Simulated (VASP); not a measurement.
Set up this calculation in VASP 6.6.1, as the native input.

```
Task                   : single point
Functional             : PBE
Dispersion             : D3(BJ)
Potentials or basis    : VASP PAW PBE potentials, release 64 (Mo_sv, S)
Cutoff                 : 520 eV
k mesh                 : 12 × 12 × 4
Occupations            : gaussian, width 0.05 eV
Spin                   : no spin polarisation
Dipole correction      : no
Further INCAR settings : ALGO = Normal; EDIFF = 1e-06; NBANDS = 35
```

The structure of MoS2 lies in POSCAR:

```
MoS2
1.0
    3.1965913925      0.0000000000      0.0000000000
   -1.5982956962      2.7683293514      0.0000000000
    0.0000000000      0.0000000000     11.9093925757
Mo S
2 4
Direct
    0.3333333333      0.6666666667      0.2500000000
    0.6666666667      0.3333333333      0.7500000000
    0.3333333333      0.6666666667      0.6204905688
    0.6666666667      0.3333333333      0.1204905688
    0.3333333333      0.6666666667      0.8795094312
    0.6666666667      0.3333333333      0.3795094312
```

This cell differs from its parent crystal: strain +0.015 along x and y, -0.015 along z.

These files were run (other wordings do the same):

INCAR

```
SYSTEM = MoS2
ALGO = Normal
EDIFF = 1E-6
ENCUT = 520
GGA = PE
ISIF = 2
ISMEAR = 0
IVDW = 12
LASPH = .True.
LCHARG = .False.
LREAL = .False.
LWAVE = .False.
NBANDS = 35
NELM = 60
PREC = Accurate
SIGMA = 0.05
```

KPOINTS

```
k-points
0
Gamma
  12 12 4
  0 0 0
```

Potentials or basis: VASP PAW PBE potentials, release 64 (Mo_sv, S).

Run with:

```console
$ cat potpaw_PBE.64/Mo_sv/POTCAR potpaw_PBE.64/S/POTCAR > POTCAR
$ mpirun -np 1 vasp_std > vasp.out
```

Results of the run:

```yaml
Pressure: -2.0 GPa
Largest_force: 0.109 eV/Å
Band_gap_on_the_k_mesh: 0.70 eV, indirect (least direct gap 1.53 eV)
Dispersion_energy_per_atom: -0.431 eV
```

Caveat: the cell differs from its parent crystal (strain +0.015 along x and y, -0.015 along z).

It took 2.3 min on 1 thread of Intel(R) Xeon(R) Platinum 8559C (Emerald Rapids), on a shared host, peak memory 0.32 GiB.
